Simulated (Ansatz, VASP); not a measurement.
# Two plane-wave programs on C

Contents of POSCAR:

```
C
1.0
   -0.0129763838      1.7849490001      1.7849490001
    1.7849490001     -0.0129763838      1.7849490001
    1.7849490001      1.7849490001     -0.0129763838
C
2
Direct
   -0.0000464490     -0.0000464490     -0.0000464490
    0.2500464490      0.2500464490      0.2500464490
```

The input INCAR.step1:

```
SYSTEM = C
PREC = Accurate
ENCUT = 520
ISMEAR = 0
SIGMA = 0.01
LREAL = .False.
LASPH = .True.
NELM = 100
NBANDS = 11
GGA = PE
ALGO = Normal
EDIFF = 1E-4
LWAVE = .True.
LCHARG = .False.
```

Contents of INCAR.step2:

```
SYSTEM = C
PREC = Accurate
ENCUT = 520
EDIFF = 1E-7
ISMEAR = 0
SIGMA = 0.01
LREAL = .False.
LASPH = .True.
NELM = 100
ALGO = Normal
ISIF = 2
LWAVE = .False.
LCHARG = .False.
METAGGA = R2SCAN
LMIXTAU = .True.
NBANDS = 11
ISTART = 1
```

KPOINTS

```
regular mesh
0
Gamma
  12 12 12
  0 0 0
```

Input for Ansatz:

```yaml
crystal:
  lattice:
    - [-0.0129763838, 1.7849490001, 1.7849490001]
    - [1.7849490001, -0.0129763838, 1.7849490001]
    - [1.7849490001, 1.7849490001, -0.0129763838]
  atoms:
    - { symbol: C, position: [-4.6449e-05, -4.6449e-05, -4.6449e-05] }
    - { symbol: C, position: [0.250046449, 0.250046449, 0.250046449] }
kpoints:
  mp_grid: { grid: [12, 12, 12] }
  band_path:
    path:
      - [0.0, 0.0, 0.0]
      - [0.5, 0.0, 0.5]
      - [0.625, 0.25, 0.625]
      - [0.375, 0.375, 0.75]
      - [0.5, 0.5, 0.5]
      - [0.5, 0.25, 0.75]
      - [0.001302, 0.364583, 0.364583]
    npoints: 1
hamiltonian:
  xc: r2scan
scf:
  occupations: { method: fixed }
  n_extra_bands: 4
output:
  forces: true
  stress: true
  eigenvalues: true
  write_density: true
  write_potential: true
  elf: true
  volumetric_format: npy
```

Change from the starting cell: epitaxial_111 strain +1.0%.

Alike in both runs: task single point; functional r2SCAN; k mesh 12 × 12 × 12; no spin polarisation.

|  | VASP | Ansatz |
| --- | --- | --- |
| version | VASP 6.6.1 | Ansatz 0.2.0 |
| potentials or method | VASP PAW PBE potentials, release 64 (C) | plane waves, PAW |
| plane-wave cutoff (eV) | 520 | 500 |
| occupations | gaussian, width 0.01 eV | fixed |
| valence electrons in the cell | 8 | 8 |

VASP gave:

* gap on the k mesh at the Fermi level (eV): 4.30
* pressure (GPa): -7.1
* traceless stress, the component that is largest in VASP (GPa): 4.12

Question: What did Ansatz give for the same quantities?

Answer: gap on the k mesh at the Fermi level (eV): 4.33; pressure (GPa): -8.2; traceless stress, the component that is largest in VASP (GPa): 4.09.

VASP's potentials were made for PBE, not for r2SCAN.
